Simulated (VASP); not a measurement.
The system is HfNbTe4.

```xyz
6
Lattice="5.1518 0.0000 0.0000 0.0000 5.1518 0.0000 0.0000 0.0000 7.3199" Properties=species:S:1:pos:R:3 pbc="T T T"
Hf    0.0000    0.0000    3.6599
Nb    2.5759    2.5759    0.0000
Te    0.0000    2.5759    1.8881
Te    2.5759    0.0000    1.8881
Te    0.0000    2.5759    5.4318
Te    2.5759    0.0000    5.4318
```

The cell was built from a structure type or drawn by symmetry, and may not be a known phase.

```yaml
Program: VASP 6.6.1
Task: relaxation of cell and atoms
Functional: PBE
Potentials_or_basis: VASP PAW PBE potentials, release 64 (Hf_pv, Nb_sv, Te)
Cutoff: 600 eV
k_mesh: 4 × 4 × 4
Occupations: gaussian, width 0.1 eV
Spin: no spin polarisation
```

At the start: pressure -6.7 GPa; volume 32.38 Å³/atom.

Question: Where does the relaxation end?

Answer: Over 8 steps the energy falls by 119.9 meV/atom and the volume is 28.48 Å³/atom (-12.0 %); space group P4/mmm (No. 123, to 0.1 Å) before and after.

The path:
```csv
step,energy change (eV),largest force (eV/Å),pressure (GPa),volume (Å³)
1,0.0000,0.6629,-6.68,194.27
2,-0.3938,0.8337,6.25,158.75
3,-0.5875,0.7938,0.43,170.43
4,-0.6807,0.4366,0.36,170.07
5,-0.7172,0.0025,0.41,169.65
6,-0.7173,0.0209,0.41,169.67
7,-0.7185,0.0075,-0.42,171.70
8,-0.7195,0.0127,-0.10,170.87
```

Final structure:
```
CELL_PARAMETERS angstrom
4.95737 0.00000 0.00000
0.00000 4.95737 0.00000
0.00000 0.00000 6.95292
ATOMIC_POSITIONS crystal
Hf 0.00000 0.00000 0.50000
Nb 0.50000 0.50000 0.00000
Te 0.00000 0.50000 0.24364
Te 0.50000 0.00000 0.24364
Te 0.00000 0.50000 0.75636
Te 0.50000 0.00000 0.75636
```
